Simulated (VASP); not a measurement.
Hf3N4:

```
CELL_PARAMETERS angstrom
-3.39459 3.39459 3.39459
3.39459 -3.39459 3.39459
3.39459 3.39459 -3.39459
ATOMIC_POSITIONS crystal
Hf 0.25000 0.62500 0.37500
Hf 0.37500 0.25000 0.62500
Hf 0.75000 0.87500 0.12500
Hf 0.12500 0.75000 0.87500
Hf 0.62500 0.37500 0.25000
Hf 0.87500 0.12500 0.75000
N 0.13556 0.13556 0.13556
N 0.86444 0.50000 0.00000
N 0.50000 0.00000 0.36444
N 0.00000 0.86444 0.50000
N 0.36444 0.50000 0.00000
N 0.63556 0.63556 0.63556
N 0.00000 0.36444 0.50000
N 0.50000 0.00000 0.86444
```

```yaml
Program: VASP 6.6.1
Task: relaxation of the atoms
Functional: PBE
Potentials_or_basis: VASP PAW PBE potentials, release 64 (Hf_pv, N)
Cutoff: 520 eV
k_mesh: 6 × 6 × 6
Occupations: fermi-dirac, width 0.02 eV
Spin: no spin polarisation
```

At the start: pressure -9.6 GPa; volume 11.18 Å³/atom.

Task: Where does the relaxation end?

Result: Over 4 steps the energy falls by 4.4 meV/atom at a fixed cell; space group I-43d (No. 220, to 0.1 Å) before and after.

The path:
| step | energy change (eV) | largest force (eV/Å) | pressure (GPa) |
| --- | --- | --- | --- |
| 1 | 0.0000 | 0.2504 | -9.56 |
| 2 | -0.0219 | 0.2020 | -9.01 |
| 3 | -0.0593 | 0.0548 | -7.16 |
| 4 | -0.0621 | 0.0028 | -6.39 |

Final structure:
```yaml
crystal:
  lattice:
    - [-3.39459, 3.39459, 3.39459]
    - [3.39459, -3.39459, 3.39459]
    - [3.39459, 3.39459, -3.39459]
  atoms:
    - { symbol: Hf, position: [0.25000, 0.62500, 0.37500] }
    - { symbol: Hf, position: [0.37500, 0.25000, 0.62500] }
    - { symbol: Hf, position: [0.75000, 0.87500, 0.12500] }
    - { symbol: Hf, position: [0.12500, 0.75000, 0.87500] }
    - { symbol: Hf, position: [0.62500, 0.37500, 0.25000] }
    - { symbol: Hf, position: [0.87500, 0.12500, 0.75000] }
    - { symbol: N, position: [0.12505, 0.12505, 0.12505] }
    - { symbol: N, position: [0.87495, 0.50000, 0.00000] }
    - { symbol: N, position: [0.50000, 0.00000, 0.37495] }
    - { symbol: N, position: [0.00000, 0.87495, 0.50000] }
    - { symbol: N, position: [0.37495, 0.50000, 0.00000] }
    - { symbol: N, position: [0.62505, 0.62505, 0.62505] }
    - { symbol: N, position: [0.00000, 0.37495, 0.50000] }
    - { symbol: N, position: [0.50000, 0.00000, 0.87495] }
```
